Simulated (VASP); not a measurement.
# GaN (I4/mmm) in VASP: a series of runs

Runs on GaN. Level: r2SCAN. Tasks: single point.

Everything below comes from runs of VASP 6.6.1. Logs are shortened: lines on timing, memory, paths and dates and some standing lists are left out, and cuts for length are marked.

### Step 1. The cell of the first run

The structure is tetragonal, space group I4/mmm (No. 139). Conventional cell: a = 2.982 Å, b = 2.982 Å, c = 4.133 Å, α = 90.00°, β = 90.00°, γ = 90.00°. Ga (site symmetry 4/mmm) has 6 N at 2.07 to 2.11 Å within 2.7 Å. Within 2.7 Å of N (site symmetry 4/mmm) lie 6 Ga at 2.07 to 2.11 Å.

### Step 2. Single point, r2SCAN (uniaxial z strain -2.0%)

Contents of POSCAR:

```
GaN
1.0
    0.0000000000      2.1085152343      2.0663449296
    2.1085152343      0.0000000000      2.0663449296
    2.1085152343      2.1085152343      0.0000000000
Ga N
1 1
Direct
    0.0000000000      0.0000000000      0.0000000000
    0.5000000000      0.5000000000      0.5000000000
```

Contents of INCAR.step1:

```
ALGO = Normal
EDIFF = 1E-5
ENCUT = 910
GGA = PE
GGA_COMPAT = F
ISMEAR = 0
LASPH = T
LCHARG = F
LREAL = F
LWAVE = T
NBANDS = 16
NELM = 120
PREC = Accurate
SIGMA = 0.01
```

Contents of INCAR.step2:

```
ALGO = Normal
EDIFF = 1E-6
ENCUT = 910
GGA_COMPAT = F
ISIF = 2
ISMEAR = 0
ISTART = 1
LASPH = T
LCHARG = F
LMIXTAU = T
LREAL = F
LWAVE = F
METAGGA = R2SCAN
NBANDS = 16
NELM = 120
PREC = Accurate
SIGMA = 0.01
```

Contents of KPOINTS:

```
k-points
0
Gamma
  10 10 10
```

Potentials or basis: VASP PAW PBE potentials, release 64 (Ga_d, N_h).

Command:

```sh
$ cat potpaw_PBE.64/Ga_d/POTCAR potpaw_PBE.64/N_h/POTCAR > POTCAR
$ cp INCAR.step1 INCAR
$ mpirun -np 1 vasp_std > vasp.out
$ cp INCAR.step2 INCAR
$ mpirun -np 1 vasp_std > vasp.out
```

OUTCAR:

```text
EDIFF = 1E-6
   ENCUT = 910
   ISIF = 2
   ISMEAR = 0
   ISTART = 1
   LASPH = T
   LREAL = F
   METAGGA = R2SCAN
   NELM = 120
   PREC = Accurate

 ion  position               nearest neighbor table
   1  0.000  0.000  0.000-   2 2.07   2 2.07   2 2.11   2 2.11   2 2.11   2 2.11
   2  0.500  0.500  0.500-   1 2.07   1 2.07   1 2.11   1 2.11   1 2.11   1 2.11

  LATTYP: Found a body centered tetragonal cell.
 ALAT       =     2.9818908408
 C/A-ratio  =     1.3859292911

  Lattice vectors:

 A1 = (   0.0000000000,  -2.1085152343,  -2.0663449296)
 A2 = (   0.0000000000,   2.1085152343,  -2.0663449296)
 A3 = (   2.1085152343,   0.0000000000,   2.0663449296)

Analysis of symmetry for initial positions (statically):
=====================================================================
 Subroutine PRICEL returns:
 Original cell was already a primitive cell.

 Routine SETGRP: Setting up the symmetry group for a
 body centered tetragonal supercell.

 Subroutine GETGRP returns: Found 16 space group operations
 (whereof 16 operations were pure point group operations)
 out of a pool of 16 trial point group operations.

The static configuration has the point symmetry D_4h.

Analysis of symmetry for dynamics (positions and initial velocities):
=====================================================================
 Subroutine PRICEL returns:
 Original cell was already a primitive cell.

 Routine SETGRP: Setting up the symmetry group for a
 body centered tetragonal supercell.

 Subroutine GETGRP returns: Found 16 space group operations
 (whereof 16 operations were pure point group operations)
 out of a pool of 16 trial point group operations.

The dynamic configuration has the point symmetry D_4h.

 Subroutine INISYM returns: Found 16 space group operations
 (whereof 16 operations are pure point group operations),
 and found     1 'primitive' translations

----------------------------------------------------------------------------------------

                                     Primitive cell

  volume of cell :      18.3733

  direct lattice vectors                    reciprocal lattice vectors
     0.000000000  2.108515234  2.066344930    -0.237133691  0.237133691  0.241973154
     2.108515234  0.000000000  2.066344930     0.237133691 -0.237133691  0.241973154
     2.108515234  2.108515234  0.000000000     0.237133691  0.237133691 -0.241973154

  length of vectors
     2.952222529  2.952222529  2.981890841     0.413540545  0.413540545  0.413540545

  position of ions in fractional coordinates (direct lattice)
     0.000000000  0.000000000  0.000000000
     0.500000000  0.500000000  0.500000000

  ion indices of the primitive-cell ions
   primitive index   ion index
                 1           1
                 2           2

----------------------------------------------------------------------------------------

 KPOINTS: k-points

Automatic generation of k-mesh.
 Grid dimensions read from file:
 generate k-points for:   10   10   10

 Generating k-lattice:

  Cartesian coordinates                     Fractional coordinates (reciprocal lattice)
    -0.023713369  0.023713369  0.024197315     0.100000000  0.000000000  0.000000000
     0.023713369 -0.023713369  0.024197315     0.000000000  0.100000000  0.000000000
     0.023713369  0.023713369 -0.024197315     0.000000000  0.000000000  0.100000000

  Length of vectors
     0.041354054  0.041354054  0.041354054

  Shift w.r.t. Gamma in fractional coordinates (k-lattice)
     0.000000000  0.000000000  0.000000000

 Subroutine IBZKPT returns following result:
 ===========================================

 Found    102 irreducible k-points:

 Following reciprocal coordinates:
            Coordinates               Weight
  0.000000  0.000000  0.000000      1.000000
  0.100000  0.000000  0.000000      8.000000
  0.200000  0.000000  0.000000      8.000000
  0.300000  0.000000  0.000000      8.000000
  0.400000  0.000000  0.000000      8.000000
  0.500000 -0.000000  0.000000      4.000000
[... 16 lines left out ...]
  0.300000  0.300000  0.000000      2.000000
  0.400000  0.300000  0.000000      8.000000
 [... further k-points ...]
   k-points           NKPTS =    102   k-points in BZ     NKDIM =    102   number of bands    NBANDS=     16
   number of dos      NEDOS =    301   number of ions     NIONS =      2
   total plane-waves  NPLWV =  27000
   dimension x,y,z NGX =    30 NGY =   30 NGZ =   30
   dimension x,y,z NGXF=    60 NGYF=   60 NGZF=   60
   ions per type =               1   1
   NGX,Y,Z   is equivalent  to a cutoff of  16.89, 16.89, 16.73 a.u.
   NGXF,Y,Z  is equivalent  to a cutoff of  33.79, 33.79, 33.45 a.u.
 SYSTEM =  unknown system
   PREC   = accura    normal or accurate (medium, high low for compatibility)
   ISTART =      1    job   : 0-new  1-cont  2-samecut
   ICHARG =      0    charge: 1-file 2-atom 10-const
   ISPIN  =      1    spin polarized calculation?
   LNONCOLLINEAR =      F non collinear calculations
   LSORBIT =      F    spin-orbit coupling
   LASPH  =      T    aspherical Exc in radial PAW
   ENCUT  =  910.0 eV  66.88 Ry    8.18 a.u.   7.26  7.26  7.33*2*pi/ulx,y,z
   NELM   =    120;   NELMIN=  2; NELMDL=  0     # of ELM steps
   EDIFF  = 0.1E-05   stopping-criterion for ELM
   LREAL  =      F    real-space projection
   EDIFFG = 0.1E-04   stopping-criterion for IOM
   NSW    =      0    number of steps for IOM
   IBRION =     -1    ionic relax: 0-MD 1-quasi-New 2-CG
   NFREE  =      0    steps in history (QN), initial steepest desc. (CG)
   ISIF   =      2    stress and relaxation
   ISYM   =      2    0-nonsym 1-usesym 2-fastsym
   POTIM  = 0.5000    time-step for ionic-motion
   TEBEG  =    0.0;   TEEND  =   0.0 temperature during run
   PSTRESS=    0.0 pullay stress
   NELECT =      18.0000    total number of electrons
   NUPDOWN=      -1.0000    fix difference up-down
   EMIN   =  10.00;   EMAX   =-10.00  energy-range for DOS
   EFERMI =   0.00;   METHOD = LEGACY
   ISMEAR =     0;   SIGMA  =   0.01  broadening in eV -4-tet -1-fermi 0-gaus
   EFERMI_NEDOS =   21; number of points for ismear=-14 and -15
   IALGO  =     38    algorithm
   IMIX   =      4    mixing-type and parameters
     AMIX     =   0.40;   BMIX     =  1.00
     AMIX_MAG =   1.60;   BMIX_MAG =  1.00
  volume/ion in A,a.u.               =       9.19        61.99
  Fermi-wavevector in a.u.,A,eV,Ry     =   1.625936  3.072574 35.969305  2.643669
  Thomas-Fermi vector in A             =   2.718978
   LORBIT       =      0    0 simple, 1 ext, 2 COOP (PROOUT), +10 PAW based schemes
   METAGGA = R2SCAN    functional components
   LHFCALC =     F    Hartree Fock is set to
   AEXX    =    0.0000 exact exchange contribution
   IVDW    =     0    specifies the selected vdW correction
   LEPSILON=     F    determine dielectric tensor
   LRPA    =     F    only Hartree local field effects (RPA)
 non-spin polarized calculation
 Gauss-broadening in eV      SIGMA  =   0.01
  energy-cutoff  :      910.00
  volume of cell :       18.37
 maximum number of plane-waves:      1174
 NGX is ok and might be reduce to    30
   NGX = 15   NGY = 15   NGZ = 15

 number of electron      17.9999999 magnetization

 Free energy of the ion-electron system (eV)
  ---------------------------------------------------
  ext. energy  EPLUGINS =         0.00000000
  ---------------------------------------------------
  free energy    TOTEN  =       -20.96310425 eV

  energy without entropy =      -20.96310425  energy(sigma->0) =      -20.96310425

 E-fermi :   8.4435     XC(G=0): -14.3398

 val. band max:        8.3629404964   @ k =  -0.2000   0.0000   0.2000
 cond. band min:       9.5272223813   @ k =   0.5000   0.5000   0.0000
 fundamental gap:      1.1642818849
 Fermi energy:         8.4434677571

 k-point     1 :       0.0000    0.0000    0.0000
  band No.  band energies     occupation
      1      -9.9774      2.00000
      2      -6.0057      2.00000
      3      -6.0057      2.00000
      4      -5.9958      2.00000
      5      -5.9436      2.00000
      6      -5.9135      2.00000
[... 8 lines left out ...]
     15      25.4072      0.00000
     16      25.6963      0.00000

 k-point     2 :       0.1000    0.0000    0.0000
  band No.  band energies     occupation
      1      -9.7759      2.00000
      2      -6.0117      2.00000
      3      -6.0002      2.00000
      4      -5.9898      2.00000
      5      -5.9526      2.00000
      6      -5.9298      2.00000
[... 8 lines left out ...]
     15      25.3647      0.00000
     16      25.8769      0.00000

 k-point     3 :       0.2000    0.0000    0.0000
  band No.  band energies     occupation
      1      -9.1929      2.00000
      2      -6.0498      2.00000
      3      -6.0366      2.00000
      4      -6.0296      2.00000
      5      -5.9110      2.00000
      6      -5.9082      2.00000
[... 8 lines left out ...]
     15      26.4553      0.00000
     16      26.5434      0.00000

 k-point     4 :       0.3000    0.0000    0.0000
  band No.  band energies     occupation
      1      -8.3092      2.00000
      2      -6.1281      2.00000
      3      -6.1144      2.00000
      4      -6.0727      2.00000
      5      -5.8476      2.00000
      6      -5.8410      2.00000
[... 8 lines left out ...]
     15      28.3851      0.00000
     16      28.4074      0.00000
[... 324 lines left out ...]
 k-point    22 :      -0.2000    0.2000    0.0000
  band No.  band energies     occupation
      1      -8.2314      2.00000
      2      -6.1196      2.00000
      3      -6.0867      2.00000
      4      -6.0364      2.00000
      5      -5.8897      2.00000
      6      -5.6188      2.00000
[... 8 lines left out ...]
     15      29.0986      0.00000
     16      30.7315      0.00000

 k-point    23 :       0.3000    0.3000    0.0000
  band No.  band energies     occupation
      1      -8.3101      2.00000
      2      -6.1249      2.00000
      3      -5.8605      2.00000
      4      -5.8265      2.00000
      5      -5.8265      2.00000
      6      -5.5387      2.00000
[... 8 lines left out ...]
     15      33.2552      0.00000
     16      35.8902      0.00000

 k-point    24 :       0.4000    0.3000    0.0000
  band No.  band energies     occupation
      1      -8.1072      2.00000
      2      -6.1417      2.00000
      3      -5.8921      2.00000
      4      -5.8111      2.00000
      5      -5.7584      2.00000
      6      -4.8752      2.00000
[... 8 lines left out ...]
     15      34.3076      0.00000
     16      36.4627      0.00000

 [... further k-points ...]

------------------------ aborting loop because EDIFF is reached ----------------------------------------

  FORCE on cell =-STRESS in cart. coord.  units (eV):
  Direction    XX          YY          ZZ          XY          YZ          ZX
  --------------------------------------------------------------------------------------
  -------------------------------------------------------------------------------------
  Total        0.5628076      0.5628076      1.1065877      0.0000000     -0.0000000     -0.0000000
  in kB       49.0777045     49.0777045     96.4961830      0.0000000     -0.0000000     -0.0000000
  external PRESSURE =      64.8838640 kB  Pullay stress =       0.0000000 kB

 VOLUME and BASIS-vectors are now :
 -----------------------------------------------------------------------------
  energy-cutoff  :      910.00
  volume of cell :       18.37
      direct lattice vectors                 reciprocal lattice vectors
     0.000000000  2.108515234  2.066344930    -0.237133691  0.237133691  0.241973154
     2.108515234  0.000000000  2.066344930     0.237133691 -0.237133691  0.241973154
     2.108515234  2.108515234  0.000000000     0.237133691  0.237133691 -0.241973154

 POSITION                                       TOTAL-FORCE (eV/Angst)
 -----------------------------------------------------------------------------------
      0.00000      0.00000      0.00000         0.000000     -0.000000      0.000000
      2.10852      2.10852      2.06634        -0.000000      0.000000     -0.000000
 -----------------------------------------------------------------------------------
    total drift:                               -0.000000      0.000000      0.000000

  FREE ENERGIE OF THE ION-ELECTRON SYSTEM (eV)
  ---------------------------------------------------
  free  energy   TOTEN  =       -20.9631042531 eV

  energy  without entropy=      -20.9631042531  energy(sigma->0) =      -20.96310425
```

Wall time 2.2 min (1 thread of Intel Xeon 6975P-C (Granite Rapids), shared host); peak memory 0.23 GiB.

Results:

```yaml
Free_energy: -20.9631 eV
Pressure: 6.5 GPa
Band_gap_on_the_k_mesh: 1.16 eV (least direct gap 3.62 eV)
```

Stress tensor (GPa, compression positive):
```
4.91 0.00 0.00
0.00 4.91 0.00
0.00 0.00 9.65
```

Levels at points of the mesh, in eV from the valence-band top:
```
           k point  band 6  band 7  band 8  band 9  band 10  band 11  band 12  band 13
(0.00, 0.00, 0.00)  -14.28   -0.68   -0.49   -0.49     3.13    15.57    15.57    15.74
(0.50, 0.00, 0.00)  -14.12   -8.49   -0.23   -0.12     5.49     9.78    10.23    10.71
(0.50, 0.50, 0.00)  -11.34   -7.40   -3.30   -3.30     1.16     8.38    13.52    15.90
(0.50, 0.00, 0.50)  -11.54   -7.45   -3.32   -3.03     1.37     8.63    13.26    15.78
```

Caveat: the cell differs from its parent crystal (uniaxial z strain -2.0%); the cutoff is under 1.25 times the usual one of these potentials, so pressure, stress and relaxed cells hold a basis-set (Pulay) error; the cell stands under pressure; the PAW data sets were made with another functional, which shifts forces and pressure a little. A k mesh can miss the band edges.

### Step 3. Single point, r2SCAN (uniaxial z strain +1.0%)

Contents of POSCAR:

```
GaN
1.0
    0.0000000000      2.1085152343      2.1296003866
    2.1085152343      0.0000000000      2.1296003866
    2.1085152343      2.1085152343      0.0000000000
Ga N
1 1
Direct
    0.0000000000      0.0000000000      0.0000000000
    0.5000000000      0.5000000000      0.5000000000
```

Contents of INCAR.step1:

```
PREC = Accurate
ENCUT = 910
ISMEAR = 0
SIGMA = 0.01
LREAL = False
LASPH = True
NELM = 120
NBANDS = 16
GGA = PE
ALGO = Normal
EDIFF = 1E-5
LWAVE = True
LCHARG = False
GGA_COMPAT = False
```

Contents of INCAR.step2:

```
PREC = Accurate
ENCUT = 910
EDIFF = 1E-6
ISMEAR = 0
SIGMA = 0.01
LREAL = False
LASPH = True
NELM = 120
ALGO = Normal
ISIF = 2
LWAVE = False
LCHARG = False
METAGGA = R2SCAN
LMIXTAU = True
NBANDS = 16
ISTART = 1
GGA_COMPAT = False
```

Contents of KPOINTS:

```
regular mesh
0
Gamma
  10 10 10
```

Potentials or basis: VASP PAW PBE potentials, release 64 (Ga_d, N_h).

Command:

```sh
$ cat potpaw_PBE.64/Ga_d/POTCAR potpaw_PBE.64/N_h/POTCAR > POTCAR
$ cp INCAR.step1 INCAR
$ mpirun -np 1 vasp_std > vasp.out
$ cp INCAR.step2 INCAR
$ mpirun -np 1 vasp_std > vasp.out
```

Run time: 6.1 min. Hardware: 1 thread of AMD EPYC 7R43 (Zen 3), shared host; peak memory 0.18 GiB.

It converged, with:

```yaml
Free_energy: -20.9747 eV
Pressure: -1.5 GPa
Band_gap_on_the_k_mesh: 1.06 eV (least direct gap 3.21 eV)
```

Stress tensor (GPa, compression positive):
```
-0.85  0.00  0.00
 0.00 -0.85  0.00
 0.00  0.00 -2.67
```

Levels at points of the mesh, in eV from the valence-band top:
| k point | band 5 | band 6 | band 7 | band 8 | band 9 | band 10 | band 11 | band 12 | band 13 | band 14 |
| --- | --- | --- | --- | --- | --- | --- | --- | --- | --- | --- |
| (0.00, 0.00, 0.00) | -14.33 | -14.31 | -0.55 | -0.55 | -0.46 | 2.76 | 15.38 | 15.47 | 15.47 | 16.59 |
| (0.50, 0.00, 0.00) | -14.17 | -14.17 | -8.33 | -0.20 | -0.15 | 5.35 | 9.70 | 9.90 | 10.28 | 17.47 |
| (0.50, 0.50, 0.00) | -14.12 | -11.63 | -7.21 | -3.06 | -3.06 | 1.16 | 8.58 | 12.93 | 15.69 | 15.69 |
| (0.50, 0.00, 0.50) | -14.11 | -11.53 | -7.19 | -3.19 | -3.05 | 1.06 | 8.46 | 13.06 | 15.43 | 15.74 |

Caveat: the cell differs from its parent crystal (uniaxial z strain +1.0%); the cutoff is under 1.25 times the usual one of these potentials, so pressure, stress and relaxed cells hold a basis-set (Pulay) error; the PAW data sets were made with another functional, which shifts forces and pressure a little.

[end of part 1 of 3]
